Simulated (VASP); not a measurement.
# RbLa2Cl2 (P6/mmm) in VASP: a series of runs

Runs on RbLa2Cl2. Level: PBE. Tasks: single point, relaxation of cell and atoms.

Everything below comes from runs of VASP 6.6.1. Logs are shortened: lines on timing, memory, paths and dates and some standing lists are left out, and cuts for length are marked.

## Step 1: The cell of the first run

Symmetry: P6/mmm, No. 191, hexagonal system. The conventional cell has a = 7.121 Å, b = 7.121 Å, c = 5.575 Å, α = 90.00°, β = 90.00°, γ = 120.00°. Rb (site symmetry 6/mmm) has 6 La at 4.11 Å and 12 Cl at 4.97 Å and 2 Rb at 5.58 Å within 5.6 Å. Within 3.7 Å of La (site symmetry -6m2) lie 2 Cl at 2.79 Å. Within 3.7 Å of Cl (site symmetry -6m2) lie 2 La at 2.79 Å.

The cell was generated, and may not be a known phase.

## Step 2: Single point, PBE

Input file INCAR:

```
SYSTEM = RbLa2Cl2
PREC     = Accurate       ! precision mode
ENCUT    = 520            ! plane-wave cutoff, eV
EDIFF    = 1E-6           ! SCF threshold, eV
ISMEAR   = 0              ! smearing method
SIGMA    = 0.1            ! smearing width, eV
LREAL    = .FALSE.        ! projectors in reciprocal space
LASPH    = .TRUE.         ! aspherical terms in the spheres
NELM     = 100            ! most SCF steps
ALGO     = Normal         ! electronic algorithm
ISIF     = 2              ! what is computed and relaxed
LWAVE    = .FALSE.        ! write WAVECAR
LCHARG   = .FALSE.        ! write CHGCAR
GGA      = PE             ! functional
NBANDS   = 30             ! bands
```

Input file KPOINTS:

```
Automatic mesh
0
G
  6 6 8
  0 0 0
```

Input file POSCAR:

```
RbLa2Cl2
1.0
    7.1209945471      0.0000000000      0.0000000000
   -3.5604972736      6.1669621780      0.0000000000
    0.0000000000      0.0000000000      5.5750206585
Rb La Cl
1 2 2
Direct
    0.0000000000      0.0000000000      0.5000000000
    0.3333333333      0.6666666667      0.5000000000
    0.6666666667      0.3333333333      0.5000000000
    0.3333333333      0.6666666667      0.0000000000
    0.6666666667      0.3333333333      0.0000000000
```

Potentials or basis: VASP PAW PBE potentials, release 64 (Rb_sv, La, Cl).

Launch:

```
> cat potpaw_PBE.64/Rb_sv/POTCAR potpaw_PBE.64/La/POTCAR potpaw_PBE.64/Cl/POTCAR > POTCAR
> mpirun -np 1 vasp_std > vasp.out
```

OUTCAR:

```text
SYSTEM = RbLa2Cl2
   PREC = Accurate
   ENCUT = 520
   EDIFF = 1E-6
   ISMEAR = 0
   LREAL = .FALSE.
   LASPH = .TRUE.
   NELM = 100
   ISIF = 2
   GGA = PE

 ion  position               nearest neighbor table
   1  0.000  0.000  0.500-   2 4.11   3 4.11   3 4.11   2 4.11   3 4.11   2 4.11
   2  0.333  0.667  0.500-   4 2.79   4 2.79   1 4.11   1 4.11   1 4.11
   3  0.667  0.333  0.500-   5 2.79   5 2.79   1 4.11   1 4.11   1 4.11
   4  0.333  0.667  0.000-   2 2.79   2 2.79
   5  0.667  0.333  0.000-   3 2.79   3 2.79

  LATTYP: Found a hexagonal cell.
 ALAT       =     7.1209945471
 C/A-ratio  =     0.7828991613

  Lattice vectors:

 A1 = (   7.1209945471,   0.0000000000,   0.0000000000)
 A2 = (  -3.5604972736,   6.1669621780,   0.0000000000)
 A3 = (   0.0000000000,   0.0000000000,   5.5750206585)

Analysis of symmetry for initial positions (statically):
=====================================================================
 Subroutine PRICEL returns:
 Original cell was already a primitive cell.

 Routine SETGRP: Setting up the symmetry group for a
 hexagonal supercell.

 Subroutine GETGRP returns: Found 24 space group operations
 (whereof 24 operations were pure point group operations)
 out of a pool of 24 trial point group operations.

The static configuration has the point symmetry D_6h.

Analysis of symmetry for dynamics (positions and initial velocities):
=====================================================================
 Subroutine PRICEL returns:
 Original cell was already a primitive cell.

 Routine SETGRP: Setting up the symmetry group for a
 hexagonal supercell.

 Subroutine GETGRP returns: Found 24 space group operations
 (whereof 24 operations were pure point group operations)
 out of a pool of 24 trial point group operations.

The dynamic configuration has the point symmetry D_6h.

 Subroutine INISYM returns: Found 24 space group operations
 (whereof 24 operations are pure point group operations),
 and found     1 'primitive' translations

----------------------------------------------------------------------------------------

                                     Primitive cell

  volume of cell :     244.8265

  direct lattice vectors                    reciprocal lattice vectors
     7.120994547  0.000000000  0.000000000     0.140429822  0.081077196  0.000000000
    -3.560497274  6.166962178  0.000000000     0.000000000  0.162154392  0.000000000
[... 86 lines left out ...]
   LNONCOLLINEAR =      F non collinear calculations
   LSORBIT =      F    spin-orbit coupling
   LASPH  =      T    aspherical Exc in radial PAW
   ENCUT  =  520.0 eV  38.22 Ry    6.18 a.u.  13.24 13.24 10.37*2*pi/ulx,y,z
   NELM   =    100;   NELMIN=  2; NELMDL= -5     # of ELM steps
   EDIFF  = 0.1E-05   stopping-criterion for ELM
   LREAL  =      F    real-space projection
   EDIFFG = 0.1E-04   stopping-criterion for IOM
   NSW    =      0    number of steps for IOM
   IBRION =     -1    ionic relax: 0-MD 1-quasi-New 2-CG
   NFREE  =      0    steps in history (QN), initial steepest desc. (CG)
   ISIF   =      2    stress and relaxation
   ISYM   =      2    0-nonsym 1-usesym 2-fastsym
   POTIM  = 0.5000    time-step for ionic-motion
   TEBEG  =    0.0;   TEEND  =   0.0 temperature during run
   PSTRESS=    0.0 pullay stress
   NELECT =      45.0000    total number of electrons
   NUPDOWN=      -1.0000    fix difference up-down
   EMIN   =  10.00;   EMAX   =-10.00  energy-range for DOS
   EFERMI =   0.00;   METHOD = LEGACY
   ISMEAR =     0;   SIGMA  =   0.10  broadening in eV -4-tet -1-fermi 0-gaus
   EFERMI_NEDOS =   21; number of points for ismear=-14 and -15
   IALGO  =     38    algorithm
   IMIX   =      4    mixing-type and parameters
     AMIX     =   0.40;   BMIX     =  1.00
     AMIX_MAG =   1.60;   BMIX_MAG =  1.00
  volume/ion in A,a.u.               =      48.97       330.43
  Fermi-wavevector in a.u.,A,eV,Ry     =   0.930807  1.758970 11.788104  0.866401
  Thomas-Fermi vector in A             =   2.057234
   LORBIT       =      0    0 simple, 1 ext, 2 COOP (PROOUT), +10 PAW based schemes
   GGA     = PE    functional components
   LHFCALC =     F    Hartree Fock is set to
   AEXX    =    0.0000 exact exchange contribution
   IVDW    =     0    specifies the selected vdW correction
   LEPSILON=     F    determine dielectric tensor
   LRPA    =     F    only Hartree local field effects (RPA)
 non-spin polarized calculation
 Gauss-broadening in eV      SIGMA  =   0.10
  energy-cutoff  :      520.00
  volume of cell :      244.83
 maximum number of plane-waves:      6612
 NGX is ok and might be reduce to    54
   NGX = 27   NGY = 27   NGZ = 21

 number of electron      44.9999995 magnetization

 Free energy of the ion-electron system (eV)
  ---------------------------------------------------
  ext. energy  EPLUGINS =         0.00000000
  ---------------------------------------------------
  free energy    TOTEN  =       -18.38806150 eV

  energy without entropy =      -18.36598588  energy(sigma->0) =      -18.37702369

 E-fermi :   3.0441     XC(G=0):  -7.0110

 val. band max:        3.0068891592   @ k =   0.1667   0.1667   0.5000
 cond. band min:       3.0568811606   @ k =   0.1667  -0.0000   0.0000
 fundamental gap:      0.0499920014
 Fermi energy:         3.0441340193

 k-point     1 :       0.0000    0.0000    0.0000
  band No.  band energies     occupation
      1     -30.9510      2.00000
      2     -30.9215      2.00000
      3     -25.2892      2.00000
      4     -14.9445      2.00000
      5     -14.8984      2.00000
      6     -14.6330      2.00000
[... 781 lines left out ...]
     29       3.7078      0.00000
     30       3.7677      0.00000

 [... further k-points ...]
[... 5 lines left out ...]
  --------------------------------------------------------------------------------------
  -------------------------------------------------------------------------------------
  Total       -0.0174178     -0.0174178     -0.1794363      0.0000000      0.0000000      0.0000000
  in kB       -0.1139844     -0.1139844     -1.1742549      0.0000000      0.0000000      0.0000000
  external PRESSURE =      -0.4674079 kB  Pullay stress =       0.0000000 kB

 VOLUME and BASIS-vectors are now :
 -----------------------------------------------------------------------------
  energy-cutoff  :      520.00
  volume of cell :      244.83
      direct lattice vectors                 reciprocal lattice vectors
     7.120994547  0.000000000  0.000000000     0.140429822  0.081077196  0.000000000
    -3.560497274  6.166962178  0.000000000     0.000000000  0.162154392  0.000000000
     0.000000000  0.000000000  5.575020658     0.000000000  0.000000000  0.179371533

 POSITION                                       TOTAL-FORCE (eV/Angst)
 -----------------------------------------------------------------------------------
      0.00000      0.00000      2.78751        -0.000000      0.000000      0.000000
     -0.00000      4.11131      2.78751         0.000000     -0.000000      0.000000
      3.56050      2.05565      2.78751        -0.000000      0.000000      0.000000
     -0.00000      4.11131      0.00000         0.000000      0.000000     -0.000000
      3.56050      2.05565      0.00000        -0.000000      0.000000      0.000000
 -----------------------------------------------------------------------------------
    total drift:                               -0.000000      0.000000      0.000000

  FREE ENERGIE OF THE ION-ELECTRON SYSTEM (eV)
  ---------------------------------------------------
  free  energy   TOTEN  =       -18.3880614977 eV

  energy  without entropy=      -18.3659858842  energy(sigma->0) =      -18.37702369
```

OSZICAR:

```text
N       E                     dE             d eps       ncg     rms          rms(c)
DAV:   1     0.564399331667E+03    0.56440E+03   -0.16190E+04  2100   0.158E+03
DAV:   2     0.127332763906E+03   -0.43707E+03   -0.41755E+03  2900   0.311E+02
DAV:   3    -0.292416668663E+01   -0.13026E+03   -0.12800E+03  3288   0.196E+02
DAV:   4    -0.163819327940E+02   -0.13458E+02   -0.13112E+02  3514   0.634E+01
DAV:   5    -0.183666798729E+02   -0.19847E+01   -0.18438E+01  3696   0.207E+01    0.508E+00
DAV:   6    -0.184588502534E+02   -0.92170E-01   -0.13287E+01  3888   0.173E+01    0.427E+00
DAV:   7    -0.184191856323E+02    0.39665E-01   -0.13984E+00  4072   0.534E+00    0.277E+00
DAV:   8    -0.183804906141E+02    0.38695E-01   -0.56714E-01  3952   0.497E+00    0.730E-01
DAV:   9    -0.183838045425E+02   -0.33139E-02   -0.67905E-02  3960   0.150E+00    0.304E-01
DAV:  10    -0.183858658123E+02   -0.20613E-02   -0.12505E-02  3856   0.667E-01    0.148E-01
DAV:  11    -0.183875730503E+02   -0.17072E-02   -0.31185E-03  3328   0.295E-01    0.398E-02
DAV:  12    -0.183878576709E+02   -0.28462E-03   -0.41282E-04  4032   0.132E-01    0.284E-02
DAV:  13    -0.183880471768E+02   -0.18951E-03   -0.41447E-04  3504   0.867E-02    0.140E-02
DAV:  14    -0.183880532901E+02   -0.61133E-05   -0.61875E-05  3768   0.504E-02    0.562E-03
DAV:  15    -0.183880614671E+02   -0.81770E-05   -0.24975E-05  2824   0.203E-02    0.280E-03
DAV:  16    -0.183880614977E+02   -0.30589E-07   -0.29100E-06  2512   0.142E-02
   1 F= -.18388061E+02 E0= -.18377024E+02  d E =-.220756E-01
```

stdout:

```text
POSCAR found type information on POSCAR RbLaCl
 POSCAR found :  3 types and       5 ions
 scaLAPACK will be used
 LDA part: xc-table for (Slater+PW92), standard interpolation
 POSCAR, INCAR and KPOINTS ok, starting setup
 FFT: planning ... GRIDC
 FFT: planning ... GRID_SOFT
 FFT: planning ... GRID
 WAVECAR not read
 entering main loop
```

Run time: 3.7 min. Hardware: 1 thread of AMD EPYC 9R45 (Zen 5), shared host; peak memory 0.5 GiB.

Results:

```
Free energy            : -18.3881 eV
Pressure               : 0.0 GPa
Band gap on the k mesh : zero (an odd number of electrons rules out a gap without spin polarisation)
```

Levels at points of the mesh, in eV from the Fermi level:
| k point | band 19 | band 20 | band 21 | band 22 | band 23 | band 24 | band 25 | band 26 | band 27 | band 28 |
| --- | --- | --- | --- | --- | --- | --- | --- | --- | --- | --- |
| (0.00, 0.00, 0.00) | -4.72 | -4.72 | -2.03 | 0.24 | 0.24 | 0.44 | 0.44 | 0.46 | 0.46 | 0.63 |
| (0.50, 0.00, 0.00) | -4.82 | -4.65 | -0.80 | -0.68 | -0.31 | 0.02 | 0.06 | 0.29 | 0.55 | 0.61 |
| (0.00, 0.00, 0.50) | -4.89 | -4.89 | -1.74 | 0.39 | 0.51 | 0.51 | 0.57 | 0.57 | 0.65 | 0.66 |
| (0.50, 0.00, 0.50) | -4.99 | -4.81 | -0.63 | -0.53 | -0.09 | 0.10 | 0.53 | 0.57 | 0.63 | 0.64 |

Caveat: spin-orbit coupling is left out, which moves the levels of the heavy elements; an odd number of electrons without spin polarisation forces a metal; a magnetic or distorted state may lie lower.

## Step 3: Relaxation of cell and atoms, PBE

This run uses another cell than the first one, of 48.02 Å³/atom.

Input file INCAR:

```
SYSTEM = RbLa2Cl2
PREC     = Accurate       ! precision mode
ENCUT    = 600            ! plane-wave cutoff, eV
EDIFF    = 1E-6           ! SCF threshold, eV
ISMEAR   = 0              ! smearing method
SIGMA    = 0.1            ! smearing width, eV
LREAL    = .FALSE.        ! projectors in reciprocal space
LASPH    = .TRUE.         ! aspherical terms in the spheres
NELM     = 100            ! most SCF steps
ALGO     = Normal         ! electronic algorithm
ISIF     = 3              ! what is computed and relaxed
LWAVE    = .FALSE.        ! write WAVECAR
LCHARG   = .FALSE.        ! write CHGCAR
GGA      = PE             ! functional
IBRION   = 2              ! ionic algorithm
NSW      = 100            ! ionic steps
EDIFFG   = -0.01          ! ionic threshold
```

KPOINTS is that of step 2.

POSCAR, as its differences from that of step 2:

```diff
@@ -2,5 +2,5 @@
 1.0
-    7.1209945471      0.0000000000      0.0000000000
-   -3.5604972736      6.1669621780      0.0000000000
-    0.0000000000      0.0000000000      5.5750206585
+    7.0520258069      0.0000000000      0.0000000000
+   -3.5260129035      6.1072334969      0.0000000000
+    0.0000000000      0.0000000000      5.5753789801
 Rb La Cl
```

Potentials or basis: VASP PAW PBE potentials, release 64 (Rb_sv, La, Cl).

Launch:

```
> cat potpaw_PBE.64/Rb_sv/POTCAR potpaw_PBE.64/La/POTCAR potpaw_PBE.64/Cl/POTCAR > POTCAR
> mpirun -np 1 vasp_std > vasp.out
```

Wall time 12 min (1 thread of AMD EPYC 9R45 (Zen 5), shared host); peak memory 0.61 GiB.

It converged, with:

- Free energy: -18.3898 eV
- Relaxed volume: 48.91 Å³/atom
- Relaxed cell: a = 7.120 Å, b = 7.120 Å, c = 5.570 Å, α = 90.00°, β = 90.00°, γ = 120.00°
- Space group after relaxing (to 0.1 Å): P6/mmm (No. 191)
- Energy gained by relaxing: 0.7 meV/atom
- Ionic steps: 5
- Pressure after relaxing: 0.0 GPa
- Band gap on the k mesh: zero (an odd number of electrons rules out a gap without spin polarisation)

The path:
```csv
step,energy change (eV),largest force (eV/Å),pressure (GPa),volume (Å³)
1,0.0000,0.0000,0.14,240.12
2,-0.0022,0.0000,0.12,241.53
3,-0.0033,0.0000,0.10,243.33
4,-0.0035,0.0000,-0.06,245.37
5,-0.0037,0.0000,0.00,244.57
```

Final structure:
```cif
data_structure
_symmetry_space_group_name_H-M 'P 1'
_symmetry_Int_Tables_number 1
_cell_length_a 7.1205
_cell_length_b 7.1205
_cell_length_c 5.5700
_cell_angle_alpha 90.000
_cell_angle_beta 90.000
_cell_angle_gamma 120.000
_cell_volume 244.57
loop_
_atom_site_label
_atom_site_type_symbol
_atom_site_fract_x
_atom_site_fract_y
_atom_site_fract_z
_atom_site_occupancy
Rb1 Rb 0.00000 0.00000 0.50000 1
La1 La 0.33333 0.66667 0.50000 1
La2 La 0.66667 0.33333 0.50000 1
Cl1 Cl 0.33333 0.66667 0.00000 1
Cl2 Cl 0.66667 0.33333 0.00000 1
```

Levels at points of the mesh, in eV from the Fermi level:
```tsv
k point	band 20	band 21	band 22	band 23	band 24	band 25	band 26	band 27
(0.00, 0.00, 0.00)	-4.73	-2.03	0.24	0.24	0.44	0.44	0.46	0.46
(0.50, 0.00, 0.00)	-4.66	-0.80	-0.68	-0.31	0.02	0.06	0.28	0.55
(0.00, 0.00, 0.50)	-4.89	-1.74	0.39	0.51	0.51	0.57	0.57	0.65
(0.50, 0.00, 0.50)	-4.82	-0.63	-0.53	-0.09	0.10	0.54	0.57	0.63
```

Caveat: spin-orbit coupling is left out, which moves the levels of the heavy elements; an odd number of electrons without spin polarisation forces a metal; a magnetic or distorted state may lie lower.

## Step 4: Single point, PBE

This run uses another cell than the first one, of 48.02 Å³/atom.

Input file INCAR:

```
PREC = Accurate
ENCUT = 520
EDIFF = 1E-6
ISMEAR = 0
SIGMA = 0.1
LREAL = False
LASPH = True
NELM = 100
ALGO = Normal
ISIF = 2
LWAVE = False
LCHARG = True
GGA = PE
LELF = True
LVHAR = True
NBANDS = 30
```

Input file KPOINTS:

```
regular mesh
0
Gamma
  6 6 4
```

POSCAR, as its differences from that of step 3:

```diff
@@ -2,4 +2,4 @@
 1.0
-    7.0520258069      0.0000000000      0.0000000000
-   -3.5260129035      6.1072334969      0.0000000000
+    7.0520258069      0.0000000038      0.0000000000
+   -3.5260129068      6.1072334951      0.0000000000
     0.0000000000      0.0000000000      5.5753789801
```

Launch:

```
> cat potpaw_PBE.64/Rb_sv/POTCAR potpaw_PBE.64/La/POTCAR potpaw_PBE.64/Cl/POTCAR > POTCAR
> mpirun -np 1 vasp_std > vasp.out
```

Wall time 2.3 min (1 thread of AMD EPYC 9R45 (Zen 5), shared host); peak memory 0.41 GiB.

The run converged. Its results:

```
Free energy            : -18.3846 eV
Pressure               : 0.1 GPa
Band gap on the k mesh : zero (an odd number of electrons rules out a gap without spin polarisation)
```

Stress tensor (GPa, compression positive):
```
 0.21  0.00  0.00
 0.00  0.21  0.00
 0.00  0.00 -0.13
```

Levels at points of the mesh, in eV from the Fermi level:
| k point | band 19 | band 20 | band 21 | band 22 | band 23 | band 24 | band 25 | band 26 | band 27 | band 28 |
| --- | --- | --- | --- | --- | --- | --- | --- | --- | --- | --- |
| (0.00, 0.00, 0.00) | -4.67 | -4.67 | -2.03 | 0.24 | 0.24 | 0.48 | 0.48 | 0.50 | 0.50 | 0.67 |
| (0.50, 0.00, 0.00) | -4.78 | -4.60 | -0.76 | -0.69 | -0.27 | 0.02 | 0.05 | 0.29 | 0.58 | 0.64 |
| (0.00, 0.00, 0.50) | -4.84 | -4.84 | -1.74 | 0.43 | 0.54 | 0.54 | 0.61 | 0.61 | 0.69 | 0.69 |
| (0.50, 0.00, 0.50) | -4.95 | -4.76 | -0.60 | -0.55 | -0.06 | 0.11 | 0.58 | 0.60 | 0.68 | 0.69 |

Caveat: spin-orbit coupling is left out, which moves the levels of the heavy elements; an odd number of electrons without spin polarisation forces a metal; a magnetic or distorted state may lie lower.

## Step 5: Summary

```csv
task,cell,k mesh,cutoff (eV),gap on the mesh (eV),pressure (GPa)
single point,"a = 7.121, b = 7.121, c = 5.575 Å, angles 90.0, 90.0, 120.0°, 5 atoms",6 × 6 × 8,520,none,0.0
relaxation of cell and atoms,"relaxed from a = 7.052, b = 7.052, c = 5.575 Å, angles 90.0, 90.0, 120.0°, 5 atoms",6 × 6 × 8,600,none,0.0
single point,"a = 7.052, b = 7.052, c = 5.575 Å, angles 90.0, 90.0, 120.0°, 5 atoms",6 × 6 × 4,520,none,0.1
```

Alike in all rows: level PBE; potentials or basis VASP PAW PBE potentials, release 64 (Rb_sv, La, Cl); no spin polarisation; smearing gaussian 0.1 eV.

Caveats: spin-orbit coupling is left out, which moves the levels of the heavy elements; an odd number of electrons without spin polarisation forces a metal; a magnetic or distorted state may lie lower.

Total energies depend on the potentials used, so only differences within one code and one set of settings carry meaning.

The gap in the log of VASP goes by the Fermi energy; the results here count the filled bands.